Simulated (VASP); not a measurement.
# InP (gw) (F-43m) in VASP: notebook, part 2 of 2

VASP 6.6.1. Earlier steps stand in the parts before.

## (3) Single point, PBEsol

Contents of INCAR:

```
PREC = Accurate
ENCUT = 500
EDIFF = 1E-6
ISMEAR = 0
SIGMA = 0.01
LREAL = False
LASPH = True
NELM = 120
ALGO = Normal
ISIF = 2
LWAVE = False
LCHARG = False
GGA = PS
NBANDS = 16
GGA_COMPAT = False
```

Contents of KPOINTS:

```
Automatic mesh
0
Gamma
  4 4 4
```

Contents of POSCAR:

```
InP
1.0
    0.0000000000      2.9391881192      2.9391881192
    2.9391881192      0.0000000000      2.9391881192
    2.9391881192      2.9391881192      0.0000000000
In P
1 1
Direct
    0.0000000000      0.0000000000      0.0000000000
    0.2500000000      0.2500000000      0.2500000000
```

Potentials or basis: VASP PAW PBE potentials, release 64 (In_d, P).

The run is started by

```sh
$ cat potpaw_PBE.64/In_d/POTCAR potpaw_PBE.64/P/POTCAR > POTCAR
$ mpirun -np 1 vasp_std > vasp.out
```

OUTCAR:

```text
PREC = Accurate
   ENCUT = 500
   EDIFF = 1E-6
   ISMEAR = 0
   LREAL = False
   LASPH = True
   NELM = 120
   ISIF = 2
   GGA = PS

 ion  position               nearest neighbor table
   1  0.000  0.000  0.000-   2 2.55   2 2.55   2 2.55   2 2.55
   2  0.250  0.250  0.250-   1 2.55   1 2.55   1 2.55   1 2.55

  LATTYP: Found a face centered cubic cell.
 ALAT       =     5.8783762384

  Lattice vectors:

 A1 = (   0.0000000000,   2.9391881192,   2.9391881192)
 A2 = (   2.9391881192,   0.0000000000,   2.9391881192)
 A3 = (   2.9391881192,   2.9391881192,   0.0000000000)

Analysis of symmetry for initial positions (statically):
=====================================================================
 Subroutine PRICEL returns:
 Original cell was already a primitive cell.

 Routine SETGRP: Setting up the symmetry group for a
 face centered cubic supercell.

 Subroutine GETGRP returns: Found 24 space group operations
 (whereof 24 operations were pure point group operations)
 out of a pool of 48 trial point group operations.

The static configuration has the point symmetry T_d .

Analysis of symmetry for dynamics (positions and initial velocities):
=====================================================================
 Subroutine PRICEL returns:
 Original cell was already a primitive cell.

 Routine SETGRP: Setting up the symmetry group for a
 face centered cubic supercell.

 Subroutine GETGRP returns: Found 24 space group operations
 (whereof 24 operations were pure point group operations)
 out of a pool of 48 trial point group operations.

The dynamic configuration has the point symmetry T_d .

 Subroutine INISYM returns: Found 24 space group operations
 (whereof 24 operations are pure point group operations),
 and found     1 'primitive' translations

----------------------------------------------------------------------------------------

                                     Primitive cell

  volume of cell :      50.7823

  direct lattice vectors                    reciprocal lattice vectors
     0.000000000  2.939188119  2.939188119    -0.170115004  0.170115004  0.170115004
     2.939188119  0.000000000  2.939188119     0.170115004 -0.170115004  0.170115004
     2.939188119  2.939188119  0.000000000     0.170115004  0.170115004 -0.170115004

  length of vectors
     4.156639701  4.156639701  4.156639701     0.294647831  0.294647831  0.294647831

  position of ions in fractional coordinates (direct lattice)
     0.000000000  0.000000000  0.000000000
     0.250000000  0.250000000  0.250000000

  ion indices of the primitive-cell ions
   primitive index   ion index
                 1           1
                 2           2

----------------------------------------------------------------------------------------

 KPOINTS: Automatic mesh

Automatic generation of k-mesh.
 Grid dimensions read from file:
 generate k-points for:    4    4    4

 Generating k-lattice:

  Cartesian coordinates                     Fractional coordinates (reciprocal lattice)
    -0.042528751  0.042528751  0.042528751     0.250000000  0.000000000  0.000000000
     0.042528751 -0.042528751  0.042528751     0.000000000  0.250000000  0.000000000
     0.042528751  0.042528751 -0.042528751     0.000000000  0.000000000  0.250000000

  Length of vectors
     0.073661958  0.073661958  0.073661958

  Shift w.r.t. Gamma in fractional coordinates (k-lattice)
     0.000000000  0.000000000  0.000000000

 Subroutine IBZKPT returns following result:
 ===========================================

 Found      8 irreducible k-points:

 Following reciprocal coordinates:
            Coordinates               Weight
  0.000000  0.000000  0.000000      1.000000
  0.250000  0.000000  0.000000      8.000000
  0.500000  0.000000  0.000000      4.000000
  0.250000  0.250000  0.000000      6.000000
  0.500000  0.250000  0.000000     24.000000
 -0.250000  0.250000  0.000000     12.000000
  0.500000  0.500000  0.000000      3.000000
 -0.250000  0.500000  0.250000      6.000000
   k-points           NKPTS =      8   k-points in BZ     NKDIM =      8   number of bands    NBANDS=     16
   number of dos      NEDOS =    301   number of ions     NIONS =      2
   total plane-waves  NPLWV =  27000
   dimension x,y,z NGX =    30 NGY =   30 NGZ =   30
   dimension x,y,z NGXF=    60 NGYF=   60 NGZF=   60
   ions per type =               1   1
   NGX,Y,Z   is equivalent  to a cutoff of  12.00, 12.00, 12.00 a.u.
   NGXF,Y,Z  is equivalent  to a cutoff of  24.00, 24.00, 24.00 a.u.
 SYSTEM =  unknown system
   PREC   = accura    normal or accurate (medium, high low for compatibility)
   ISTART =      0    job   : 0-new  1-cont  2-samecut
   ICHARG =      2    charge: 1-file 2-atom 10-const
   ISPIN  =      1    spin polarized calculation?
   LNONCOLLINEAR =      F non collinear calculations
   LSORBIT =      F    spin-orbit coupling
   LASPH  =      T    aspherical Exc in radial PAW
   ENCUT  =  500.0 eV  36.75 Ry    6.06 a.u.   7.58  7.58  7.58*2*pi/ulx,y,z
   NELM   =    120;   NELMIN=  2; NELMDL= -5     # of ELM steps
   EDIFF  = 0.1E-05   stopping-criterion for ELM
   LREAL  =      F    real-space projection
   EDIFFG = 0.1E-04   stopping-criterion for IOM
   NSW    =      0    number of steps for IOM
   IBRION =     -1    ionic relax: 0-MD 1-quasi-New 2-CG
   NFREE  =      0    steps in history (QN), initial steepest desc. (CG)
   ISIF   =      2    stress and relaxation
   ISYM   =      2    0-nonsym 1-usesym 2-fastsym
   POTIM  = 0.5000    time-step for ionic-motion
   TEBEG  =    0.0;   TEEND  =   0.0 temperature during run
   PSTRESS=    0.0 pullay stress
   NELECT =      18.0000    total number of electrons
   NUPDOWN=      -1.0000    fix difference up-down
   EMIN   =  10.00;   EMAX   =-10.00  energy-range for DOS
   EFERMI =   0.00;   METHOD = LEGACY
   ISMEAR =     0;   SIGMA  =   0.01  broadening in eV -4-tet -1-fermi 0-gaus
   EFERMI_NEDOS =   21; number of points for ismear=-14 and -15
   IALGO  =     38    algorithm
   IMIX   =      4    mixing-type and parameters
     AMIX     =   0.40;   BMIX     =  1.00
     AMIX_MAG =   1.60;   BMIX_MAG =  1.00
  volume/ion in A,a.u.               =      25.39       171.35
  Fermi-wavevector in a.u.,A,eV,Ry     =   1.158586  2.189410 18.263394  1.342322
  Thomas-Fermi vector in A             =   2.295187
   LORBIT       =      0    0 simple, 1 ext, 2 COOP (PROOUT), +10 PAW based schemes
   GGA     = PS    functional components
   LHFCALC =     F    Hartree Fock is set to
   AEXX    =    0.0000 exact exchange contribution
   IVDW    =     0    specifies the selected vdW correction
   LEPSILON=     F    determine dielectric tensor
   LRPA    =     F    only Hartree local field effects (RPA)
 non-spin polarized calculation
 Gauss-broadening in eV      SIGMA  =   0.01
  energy-cutoff  :      500.00
  volume of cell :       50.78
 maximum number of plane-waves:      1308
   NGX = 15   NGY = 15   NGZ = 15

 number of electron      18.0000005 magnetization

 Free energy of the ion-electron system (eV)
  ---------------------------------------------------
  ext. energy  EPLUGINS =         0.00000000
  ---------------------------------------------------
  free energy    TOTEN  =        -9.03909895 eV

  energy without entropy =       -9.03909895  energy(sigma->0) =       -9.03909895

 E-fermi :   5.0920     XC(G=0):  -9.4222

 val. band max:        5.0420943173   @ k =   0.0000   0.0000   0.0000
 cond. band min:       5.5924703107   @ k =   0.0000   0.0000   0.0000
 fundamental gap:      0.5503759934
 Fermi energy:         5.0919606665

 k-point     1 :       0.0000    0.0000    0.0000
  band No.  band energies     occupation
      1      -9.1401      2.00000
      2      -9.1401      2.00000
      3      -9.1401      2.00000
      4      -8.9923      2.00000
      5      -8.9923      2.00000
      6      -6.4516      2.00000
[... 8 lines left out ...]
     15      14.4320      0.00000
     16      14.4320      0.00000
[... 115 lines left out ...]
 k-point     8 :      -0.2500    0.5000    0.2500
  band No.  band energies     occupation
      1      -9.2861      2.00000
      2      -9.0817      2.00000
      3      -9.0461      2.00000
      4      -9.0125      2.00000
      5      -8.9775      2.00000
      6      -3.9869      2.00000
[... 8 lines left out ...]
     15      16.2753      0.00000
     16      16.9014      0.00000

------------------------ aborting loop because EDIFF is reached ----------------------------------------

  FORCE on cell =-STRESS in cart. coord.  units (eV):
  Direction    XX          YY          ZZ          XY          YZ          ZX
  --------------------------------------------------------------------------------------
  -------------------------------------------------------------------------------------
  Total        0.0543390      0.0543390      0.0543390      0.0000000      0.0000000      0.0000000
  in kB        1.7143929      1.7143929      1.7143929      0.0000000      0.0000000      0.0000000
  external PRESSURE =       1.7143929 kB  Pullay stress =       0.0000000 kB

 VOLUME and BASIS-vectors are now :
 -----------------------------------------------------------------------------
  energy-cutoff  :      500.00
  volume of cell :       50.78
      direct lattice vectors                 reciprocal lattice vectors
     0.000000000  2.939188119  2.939188119    -0.170115004  0.170115004  0.170115004
     2.939188119  0.000000000  2.939188119     0.170115004 -0.170115004  0.170115004
     2.939188119  2.939188119  0.000000000     0.170115004  0.170115004 -0.170115004

 POSITION                                       TOTAL-FORCE (eV/Angst)
 -----------------------------------------------------------------------------------
      0.00000      0.00000      0.00000        -0.000000     -0.000000     -0.000000
      1.46959      1.46959      1.46959         0.000000      0.000000      0.000000
 -----------------------------------------------------------------------------------
    total drift:                                0.000000      0.000000     -0.000000

  FREE ENERGIE OF THE ION-ELECTRON SYSTEM (eV)
  ---------------------------------------------------
  free  energy   TOTEN  =        -9.0390989526 eV

  energy  without entropy=       -9.0390989526  energy(sigma->0) =       -9.03909895
```

stdout:

```text
POSCAR found type information on POSCAR InP
 POSCAR found :  2 types and       2 ions
 scaLAPACK will be used
 -----------------------------------------------------------------------------
|                                                                             |
|                                                                             |
|     You enforced a specific xc type in the INCAR file but a different       |
|     I HOPE YOU KNOW WHAT YOU ARE DOING!                                     |
|                                                                             |
 -----------------------------------------------------------------------------

 LDA part: xc-table for (Slater+PW92), standard interpolation
 POSCAR, INCAR and KPOINTS ok, starting setup
 FFT: planning ... GRIDC
 FFT: planning ... GRID_SOFT
 FFT: planning ... GRID
 WAVECAR not read
 entering main loop
```

It took 7 s on 1 thread of AMD EPYC 7R13 (Zen 3), shared host; peak memory 0.13 GiB.

What came out:

| Item | Value |
| --- | --- |
| Free energy | -9.0391 eV |
| Pressure | 0.2 GPa |
| Band gap on the k mesh | 0.55 eV, direct |

Caveat: the k points lie up to 0.46 Å⁻¹ apart; the PAW data sets were made with another functional, which shifts forces and pressure a little; spin-orbit coupling is left out, which moves the levels of the heavy elements. As with any semilocal functional, this PBEsol gap is likely too small.
